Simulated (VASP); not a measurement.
# Ca2AlO2 (P4/mmm) in VASP: further runs

Runs on Ca2AlO2. Level: PBE. Tasks: single point, relaxation of cell and atoms.

Everything below comes from runs of VASP 6.6.1. Logs are shortened: lines on timing, memory, paths and dates and some standing lists are left out, and cuts for length are marked.

## (1) The cell of the first run

It takes space group P4/mmm (No. 123, tetragonal). Conventional cell: a = 4.110 Å, b = 4.110 Å, c = 5.452 Å, α = 90.00°, β = 90.00°, γ = 90.00°. Within 3.2 Å of Ca (site symmetry mmm) lie 4 O at 2.40 Å and 4 Ca at 2.91 Å. Within 4.3 Å of Al (site symmetry 4/mmm) lie 8 O at 3.26 Å and 8 Ca at 3.41 Å and 4 Al at 4.11 Å. Within 3.3 Å of O (site symmetry 4mm) lie 4 Ca at 2.40 Å and 2 O at 2.50 to 2.95 Å and 4 Al at 3.26 Å.

The cell was generated, and may not be a known phase.

## (2) Single point, PBE

File INCAR:

```
PREC = Accurate ; ENCUT = 520
EDIFF = 1E-7 ; ISMEAR = 0
SIGMA = 0.1 ; LREAL = False
LASPH = True ; NELM = 60
ALGO = Normal ; ISIF = 2
LWAVE = False ; LCHARG = True
GGA = PE ; LELF = True
LVHAR = True ; NBANDS = 26
```

File KPOINTS:

```
Automatic mesh
0
Gamma
  10 10 8
```

File POSCAR:

```
Ca2AlO2
1.0
    4.1099795017      0.0000000000      0.0000000000
    0.0000000000      4.1099795017      0.0000000000
    0.0000000000      0.0000000000      5.4521835778
Ca Al O
2 1 2
Direct
    0.0000000000      0.5000000000      0.5000000000
    0.5000000000      0.0000000000      0.5000000000
    0.0000000000      0.0000000000      0.0000000000
    0.5000000000      0.5000000000      0.2708420304
    0.5000000000      0.5000000000      0.7291579696
```

Potentials or basis: VASP PAW PBE potentials, release 64 (Ca_sv, Al, O).

Command:

```bash
cat potpaw_PBE.64/Ca_sv/POTCAR potpaw_PBE.64/Al/POTCAR potpaw_PBE.64/O/POTCAR > POTCAR
mpirun -np 1 vasp_std > vasp.out
```

OUTCAR:

```text
PREC = Accurate
   ENCUT = 520
   EDIFF = 1E-7
   ISMEAR = 0
   LREAL = False
   LASPH = True
   NELM = 60
   ISIF = 2
   GGA = PE

 ion  position               nearest neighbor table
   1  0.000  0.500  0.500-   4 2.40   5 2.40   4 2.40   5 2.40   2 2.91   2 2.91   2 2.91   2 2.91

   2  0.500  0.000  0.500-   4 2.40   5 2.40   4 2.40   5 2.40   1 2.91   1 2.91   1 2.91   1 2.91

   3  0.000  0.000  0.000-
   4  0.500  0.500  0.271-   1 2.40   2 2.40   2 2.40   1 2.40
   5  0.500  0.500  0.729-   1 2.40   2 2.40   2 2.40   1 2.40

  LATTYP: Found a simple tetragonal cell.
 ALAT       =     4.1099795017
 C/A-ratio  =     1.3265719636

  Lattice vectors:

 A1 = (   4.1099795017,   0.0000000000,   0.0000000000)
 A2 = (   0.0000000000,   4.1099795017,   0.0000000000)
 A3 = (   0.0000000000,   0.0000000000,   5.4521835778)

Analysis of symmetry for initial positions (statically):
=====================================================================
 Subroutine PRICEL returns:
 Original cell was already a primitive cell.

 Routine SETGRP: Setting up the symmetry group for a
 simple tetragonal supercell.

 Subroutine GETGRP returns: Found 16 space group operations
 (whereof 16 operations were pure point group operations)
 out of a pool of 16 trial point group operations.

The static configuration has the point symmetry D_4h.

Analysis of symmetry for dynamics (positions and initial velocities):
=====================================================================
 Subroutine PRICEL returns:
 Original cell was already a primitive cell.

 Routine SETGRP: Setting up the symmetry group for a
 simple tetragonal supercell.

 Subroutine GETGRP returns: Found 16 space group operations
 (whereof 16 operations were pure point group operations)
 out of a pool of 16 trial point group operations.

The dynamic configuration has the point symmetry D_4h.

 Subroutine INISYM returns: Found 16 space group operations
 (whereof 16 operations are pure point group operations),
 and found     1 'primitive' translations

----------------------------------------------------------------------------------------

                                     Primitive cell

  volume of cell :      92.0979

  direct lattice vectors                    reciprocal lattice vectors
     4.109979502  0.000000000  0.000000000     0.243310216  0.000000000  0.000000000
     0.000000000  4.109979502  0.000000000     0.000000000  0.243310216  0.000000000
     0.000000000  0.000000000  5.452183578     0.000000000  0.000000000  0.183412753

  length of vectors
     4.109979502  4.109979502  5.452183578     0.243310216  0.243310216  0.183412753

  position of ions in fractional coordinates (direct lattice)
     0.000000000  0.500000000  0.500000000
     0.500000000  0.000000000  0.500000000
     0.000000000  0.000000000  0.000000000
     0.500000000  0.500000000  0.270842030
     0.500000000  0.500000000  0.729157970

  ion indices of the primitive-cell ions
   primitive index   ion index
                 1           1
                 2           2
                 3           3
                 4           4
                 5           5

----------------------------------------------------------------------------------------

 KPOINTS: Automatic mesh

Automatic generation of k-mesh.
 Grid dimensions read from file:
 generate k-points for:   10   10    8

 Generating k-lattice:

  Cartesian coordinates                     Fractional coordinates (reciprocal lattice)
     0.024331022  0.000000000  0.000000000     0.100000000  0.000000000  0.000000000
     0.000000000  0.024331022  0.000000000     0.000000000  0.100000000  0.000000000
     0.000000000  0.000000000  0.022926594     0.000000000  0.000000000  0.125000000

  Length of vectors
     0.024331022  0.024331022  0.022926594

  Shift w.r.t. Gamma in fractional coordinates (k-lattice)
     0.000000000  0.000000000  0.000000000

 Subroutine IBZKPT returns following result:
 ===========================================

 Found    105 irreducible k-points:

 Following reciprocal coordinates:
            Coordinates               Weight
  0.000000  0.000000  0.000000      1.000000
  0.100000  0.000000  0.000000      4.000000
  0.200000  0.000000  0.000000      4.000000
  0.300000  0.000000  0.000000      4.000000
  0.400000  0.000000  0.000000      4.000000
  0.500000  0.000000  0.000000      2.000000
[... 16 lines left out ...]
  0.100000  0.000000  0.125000      8.000000
  0.200000  0.000000  0.125000      8.000000
 [... further k-points ...]
   k-points           NKPTS =    105   k-points in BZ     NKDIM =    105   number of bands    NBANDS=     26
   number of dos      NEDOS =    301   number of ions     NIONS =      5
   total plane-waves  NPLWV =  43008
   dimension x,y,z NGX =    32 NGY =   32 NGZ =   42
   dimension x,y,z NGXF=    64 NGYF=   64 NGZF=   84
   ions per type =               2   1   2
   NGX,Y,Z   is equivalent  to a cutoff of  12.94, 12.94, 12.81 a.u.
   NGXF,Y,Z  is equivalent  to a cutoff of  25.89, 25.89, 25.61 a.u.
 SYSTEM =  unknown system
   PREC   = accura    normal or accurate (medium, high low for compatibility)
   ISTART =      0    job   : 0-new  1-cont  2-samecut
   ICHARG =      2    charge: 1-file 2-atom 10-const
   ISPIN  =      1    spin polarized calculation?
   LNONCOLLINEAR =      F non collinear calculations
   LSORBIT =      F    spin-orbit coupling
   LASPH  =      T    aspherical Exc in radial PAW
   ENCUT  =  520.0 eV  38.22 Ry    6.18 a.u.   7.64  7.64 10.14*2*pi/ulx,y,z
   NELM   =     60;   NELMIN=  2; NELMDL= -5     # of ELM steps
   EDIFF  = 0.1E-06   stopping-criterion for ELM
   LREAL  =      F    real-space projection
   EDIFFG = 0.1E-05   stopping-criterion for IOM
   NSW    =      0    number of steps for IOM
   IBRION =     -1    ionic relax: 0-MD 1-quasi-New 2-CG
   NFREE  =      0    steps in history (QN), initial steepest desc. (CG)
   ISIF   =      2    stress and relaxation
   ISYM   =      2    0-nonsym 1-usesym 2-fastsym
   POTIM  = 0.5000    time-step for ionic-motion
   TEBEG  =    0.0;   TEEND  =   0.0 temperature during run
   PSTRESS=    0.0 pullay stress
   NELECT =      35.0000    total number of electrons
   NUPDOWN=      -1.0000    fix difference up-down
   EMIN   =  10.00;   EMAX   =-10.00  energy-range for DOS
   EFERMI =   0.00;   METHOD = LEGACY
   ISMEAR =     0;   SIGMA  =   0.10  broadening in eV -4-tet -1-fermi 0-gaus
   EFERMI_NEDOS =   21; number of points for ismear=-14 and -15
   IALGO  =     38    algorithm
   IMIX   =      4    mixing-type and parameters
     AMIX     =   0.40;   BMIX     =  1.00
     AMIX_MAG =   1.60;   BMIX_MAG =  1.00
  volume/ion in A,a.u.               =      18.42       124.30
  Fermi-wavevector in a.u.,A,eV,Ry     =   1.185808  2.240852 19.131694  1.406140
  Thomas-Fermi vector in A             =   2.321994
   LORBIT       =      0    0 simple, 1 ext, 2 COOP (PROOUT), +10 PAW based schemes
   GGA     = PE    functional components
   LHFCALC =     F    Hartree Fock is set to
   AEXX    =    0.0000 exact exchange contribution
   IVDW    =     0    specifies the selected vdW correction
   LEPSILON=     F    determine dielectric tensor
   LRPA    =     F    only Hartree local field effects (RPA)
 non-spin polarized calculation
 Gauss-broadening in eV      SIGMA  =   0.10
  energy-cutoff  :      520.00
  volume of cell :       92.10
 maximum number of plane-waves:      2516
 NGX is ok and might be reduce to    32
   NGX = 15   NGY = 15   NGZ = 21

 number of electron      35.0000017 magnetization

 Free energy of the ion-electron system (eV)
  ---------------------------------------------------
  ext. energy  EPLUGINS =         0.00000000
  ---------------------------------------------------
  free energy    TOTEN  =       -22.29797127 eV

  energy without entropy =      -22.28153197  energy(sigma->0) =      -22.28975162

 E-fermi :   3.1502     XC(G=0):  -9.3739

 val. band max:        3.1501062907   @ k =   0.5000   0.5000   0.3750
 cond. band min:       3.1536736297   @ k =   0.5000   0.1000   0.0000
 fundamental gap:      0.0035673391
 Fermi energy:         3.1502489934

 k-point     1 :       0.0000    0.0000    0.0000
  band No.  band energies     occupation
      1     -37.0427      2.00000
      2     -36.7267      2.00000
      3     -18.5131      2.00000
      4     -18.5131      2.00000
      5     -18.1699      2.00000
      6     -17.7178      2.00000
[... 18 lines left out ...]
     25       7.6312      0.00000
     26       8.5569      0.00000

 k-point     2 :       0.1000    0.0000    0.0000
  band No.  band energies     occupation
      1     -37.0349      2.00000
      2     -36.7343      2.00000
      3     -18.5043      2.00000
      4     -18.4934      2.00000
      5     -18.1564      2.00000
      6     -17.7257      2.00000
[... 18 lines left out ...]
     25       7.7502      0.00000
     26       8.5822      0.00000

 k-point     3 :       0.2000    0.0000    0.0000
  band No.  band energies     occupation
      1     -37.0120      2.00000
      2     -36.7563      2.00000
      3     -18.4756      2.00000
      4     -18.4368      2.00000
      5     -18.1178      2.00000
      6     -17.7494      2.00000
[... 18 lines left out ...]
     25       8.1506      0.00000
     26       8.6639      0.00000

 k-point     4 :       0.3000    0.0000    0.0000
  band No.  band energies     occupation
      1     -36.9766      2.00000
      2     -36.7907      2.00000
      3     -18.4218      2.00000
      4     -18.3515      2.00000
      5     -18.0603      2.00000
      6     -17.8673      2.00000
[... 18 lines left out ...]
     25       8.2934      0.00000
     26       8.7473      0.00000
[... 496 lines left out ...]
      1     -37.0427      2.00000
      2     -36.7267      2.00000
      3     -18.5130      2.00000
      4     -18.5130      2.00000
      5     -18.1713      2.00000
      6     -17.7180      2.00000
[... 18 lines left out ...]
     25       7.9531      0.00000
     26       8.6633      0.00000

 k-point    23 :       0.1000    0.0000    0.1250
  band No.  band energies     occupation
      1     -37.0348      2.00000
      2     -36.7343      2.00000
      3     -18.5042      2.00000
      4     -18.4934      2.00000
      5     -18.1577      2.00000
      6     -17.7259      2.00000
[... 18 lines left out ...]
     25       8.0617      0.00000
     26       8.7158      0.00000

 k-point    24 :       0.2000    0.0000    0.1250
  band No.  band energies     occupation
      1     -37.0120      2.00000
      2     -36.7563      2.00000
      3     -18.4755      2.00000
      4     -18.4368      2.00000
      5     -18.1190      2.00000
      6     -17.7495      2.00000
[... 18 lines left out ...]
     25       8.2906      0.00000
     26       8.8546      0.00000

 [... further k-points ...]

------------------------ aborting loop because EDIFF is reached ----------------------------------------

  FORCE on cell =-STRESS in cart. coord.  units (eV):
  Direction    XX          YY          ZZ          XY          YZ          ZX
  --------------------------------------------------------------------------------------
  -------------------------------------------------------------------------------------
  Total        0.1970582      0.1970582      0.0588234      0.0000000     -0.0000000      0.0000000
  in kB        3.4281139      3.4281139      1.0233186      0.0000000     -0.0000000      0.0000000
  external PRESSURE =       2.6265155 kB  Pullay stress =       0.0000000 kB

 VOLUME and BASIS-vectors are now :
 -----------------------------------------------------------------------------
  energy-cutoff  :      520.00
  volume of cell :       92.10
      direct lattice vectors                 reciprocal lattice vectors
     4.109979502  0.000000000  0.000000000     0.243310216  0.000000000  0.000000000
     0.000000000  4.109979502  0.000000000     0.000000000  0.243310216  0.000000000
     0.000000000  0.000000000  5.452183578     0.000000000  0.000000000  0.183412753

 POSITION                                       TOTAL-FORCE (eV/Angst)
 -----------------------------------------------------------------------------------
      0.00000      2.05499      2.72609        -0.000000     -0.000000      0.000000
      2.05499      0.00000      2.72609        -0.000000     -0.000000      0.000000
      0.00000      0.00000      0.00000        -0.000000     -0.000000      0.000000
      2.05499      2.05499      1.47668        -0.000000     -0.000000     -0.043478
      2.05499      2.05499      3.97550         0.000000      0.000000      0.043478
 -----------------------------------------------------------------------------------
    total drift:                                0.000000     -0.000000     -0.000000

  FREE ENERGIE OF THE ION-ELECTRON SYSTEM (eV)
  ---------------------------------------------------
  free  energy   TOTEN  =       -22.2979712696 eV

  energy  without entropy=      -22.2815319651  energy(sigma->0) =      -22.28975162
```

It took 2.2 min on 1 thread of Intel Xeon 6975P-C (Granite Rapids), shared host; peak memory 0.36 GiB.

Results:

| Quantity | Value |
| --- | --- |
| Free energy | -22.2980 eV |
| Pressure | 0.3 GPa |
| Largest force | 0.043 eV/Å |
| Band gap on the k mesh | zero (an odd number of electrons rules out a gap without spin polarisation) |

Forces on the atoms (eV/Å):
```
Ca   0.000  0.000  0.000
Ca   0.000  0.000  0.000
Al   0.000  0.000  0.000
O    0.000  0.000 -0.043
O    0.000  0.000  0.043
```

Stress tensor (GPa, compression positive):
```
0.34 0.00 0.00
0.00 0.34 0.00
0.00 0.00 0.10
```

Levels at points of the mesh, in eV from the Fermi level:
| k point | band 15 | band 16 | band 17 | band 18 | band 19 | band 20 | band 21 | band 22 |
| --- | --- | --- | --- | --- | --- | --- | --- | --- |
| (0.00, 0.00, 0.00) | -2.08 | -2.08 | -0.11 | 0.03 | 0.93 | 2.04 | 3.96 | 4.05 |
| (0.50, 0.00, 0.00) | -2.10 | -1.57 | 0.01 | 0.72 | 1.26 | 1.48 | 2.99 | 3.89 |
| (0.50, 0.50, 0.00) | -1.73 | -1.73 | -0.60 | -0.10 | 1.39 | 1.39 | 3.06 | 3.06 |
| (0.00, 0.00, 0.50) | -2.17 | -1.77 | -1.77 | -0.51 | 2.06 | 2.57 | 3.34 | 3.34 |
| (0.50, 0.00, 0.50) | -1.90 | -1.54 | -0.71 | -0.32 | 1.51 | 2.58 | 3.82 | 3.85 |
| (0.50, 0.50, 0.50) | -2.46 | -1.77 | -1.17 | 0.11 | 2.25 | 2.25 | 3.07 | 3.07 |

## (3) Relaxation of cell and atoms, PBE

File INCAR:

```
SYSTEM = Ca2AlO2
PREC     = Accurate       ! precision mode
ENCUT    = 600            ! plane-wave cutoff, eV
EDIFF    = 1E-6           ! SCF threshold, eV
ISMEAR   = 0              ! smearing method
SIGMA    = 0.1            ! smearing width, eV
LREAL    = .False.        ! projectors in reciprocal space
LASPH    = .True.         ! aspherical terms in the spheres
NELM     = 80             ! most SCF steps
ALGO     = Normal         ! electronic algorithm
ISIF     = 3              ! what is computed and relaxed
LWAVE    = .False.        ! write WAVECAR
LCHARG   = .False.        ! write CHGCAR
GGA      = PE             ! functional
IBRION   = 2              ! ionic algorithm
NSW      = 100            ! ionic steps
EDIFFG   = -0.01          ! ionic threshold
```

File KPOINTS:

```
regular mesh
0
Gamma
  10 10 8
  0 0 0
```

File POSCAR:

```
Ca2AlO2
1.0
    4.1001422268      0.0000000000      0.0000000000
    0.0000000000      4.1001422268      0.0000000000
    0.0000000000      0.0000000000      5.4779370041
Ca Al O
2 1 2
Direct
    0.0000000000      0.5000000000      0.5000000000
    0.5000000000      0.0000000000      0.5000000000
    0.0000000000      0.0000000000      0.0000000000
    0.5000000000      0.5000000000      0.2700320381
    0.5000000000      0.5000000000      0.7299679619
```

Potentials or basis: VASP PAW PBE potentials, release 64 (Ca_sv, Al, O).

Command:

```bash
cat potpaw_PBE.64/Ca_sv/POTCAR potpaw_PBE.64/Al/POTCAR potpaw_PBE.64/O/POTCAR > POTCAR
mpirun -np 1 vasp_std > vasp.out
```

It took 5.3 min on 1 thread of Intel Xeon 6975P-C (Granite Rapids), shared host; peak memory 0.43 GiB.

Results (log left out):

```yaml
Free_energy: -22.3020 eV
Relaxed_volume: 18.51 Å³/atom
Relaxed_cell: a = 4.124 Å, b = 4.124 Å, c = 5.442 Å, α = 90.00°, β = 90.00°, γ = 90.00°
Space_group_after_relaxing_to_0.1_Å: P4/mmm (No. 123)
Energy_gained_by_relaxing: 0.3 meV/atom
Ionic_steps: 5
Pressure_after_relaxing: 0.0 GPa
Largest_force_after_relaxing: 0.008 eV/Å
Band_gap_on_the_k_mesh: zero (an odd number of electrons rules out a gap without spin polarisation)
```

Forces on the atoms (eV/Å):
```
Ca   0.000  0.000  0.000
Ca   0.000  0.000  0.000
Al   0.000  0.000  0.000
O    0.000  0.000 -0.008
O    0.000  0.000  0.008
```

Step by step:
| step | energy change (eV) | largest force (eV/Å) | pressure (GPa) | volume (Å³) |
| --- | --- | --- | --- | --- |
| 1 | 0.0000 | 0.0188 | 0.07 | 92.09 |
| 2 | -0.0007 | 0.0119 | 0.07 | 92.20 |
| 3 | -0.0013 | 0.0013 | 0.01 | 92.38 |
| 4 | -0.0012 | 0.0203 | -0.11 | 92.74 |
| 5 | -0.0015 | 0.0082 | -0.04 | 92.54 |

Final structure:
```
Ca Al O
1.0
     4.12376    0.00000    0.00000
     0.00000    4.12376    0.00000
     0.00000    0.00000    5.44177
Ca Al O
2 1 2
Direct
  0.00000 0.50000 0.50000
  0.50000 0.00000 0.50000
  0.00000 0.00000 0.00000
  0.50000 0.50000 0.27071
  0.50000 0.50000 0.72929
```

Levels at points of the mesh, in eV from the Fermi level:
| k point | band 16 | band 17 | band 18 | band 19 | band 20 | band 21 |
| --- | --- | --- | --- | --- | --- | --- |
| (0.00, 0.00, 0.00) | -2.09 | -0.10 | 0.06 | 0.92 | 2.05 | 3.93 |
| (0.50, 0.00, 0.00) | -1.59 | 0.02 | 0.69 | 1.24 | 1.49 | 2.95 |
| (0.50, 0.50, 0.00) | -1.73 | -0.59 | -0.09 | 1.38 | 1.38 | 3.05 |
| (0.00, 0.00, 0.50) | -1.78 | -1.78 | -0.52 | 2.07 | 2.59 | 3.30 |
| (0.50, 0.00, 0.50) | -1.53 | -0.73 | -0.34 | 1.49 | 2.55 | 3.80 |
| (0.50, 0.50, 0.50) | -1.78 | -1.16 | 0.09 | 2.23 | 2.23 | 3.06 |
